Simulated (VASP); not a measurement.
Wanted: the native input for a VASP 6.6.1 run.

```yaml
Task: single point
Functional: LDA
Potentials_or_basis: VASP PAW LDA potentials, release 64 (Mg, O)
Cutoff: 600 eV
k_mesh: 8 × 8 × 8
Occupations: fermi-dirac, width 0.02 eV
Spin: no spin polarisation
Dipole_correction: no
Further_INCAR_settings: ALGO = Normal; EDIFF = 1e-06; NBANDS = 11
```

The structure of MgO (Periclase) lies in POSCAR:

```
MgO
1.0
   -0.0105425000      2.1085000000      2.1085000000
    2.1085000000     -0.0105425000      2.1085000000
    2.0979575000      2.0979575000      0.0000000000
Mg O
1 1
Direct
    0.0000000000      0.0000000000      0.0000000000
    0.5000000000      0.5000000000      0.5000000000
```

The input as run:

INCAR

```
SYSTEM = MgO
PREC = Accurate ; ENCUT = 600
EDIFF = 1E-6 ; ISMEAR = -1
SIGMA = 0.02 ; LREAL = .FALSE.
LASPH = .TRUE. ; NELM = 120
ALGO = Normal ; ISIF = 2
LWAVE = .FALSE. ; LCHARG = .TRUE.
GGA = CA ; LELF = .TRUE.
LVHAR = .TRUE. ; NBANDS = 11
GGA_COMPAT = .FALSE.
```

KPOINTS

```
Automatic mesh
0
G
  8 8 8
  0 0 0
```

Potentials or basis: VASP PAW LDA potentials, release 64 (Mg, O).

Launch:

```sh
$ cat potpaw_LDA.64/Mg/POTCAR potpaw_LDA.64/O/POTCAR > POTCAR
$ mpirun -np 1 vasp_std > vasp.out
```

It gave:

The pressure is -8.5 GPa. The band gap on the k mesh is 4.58 eV, direct.

It took 16 s on 1 thread of Intel Xeon 8259CL, with other jobs on the host, peak memory 0.15 GiB.
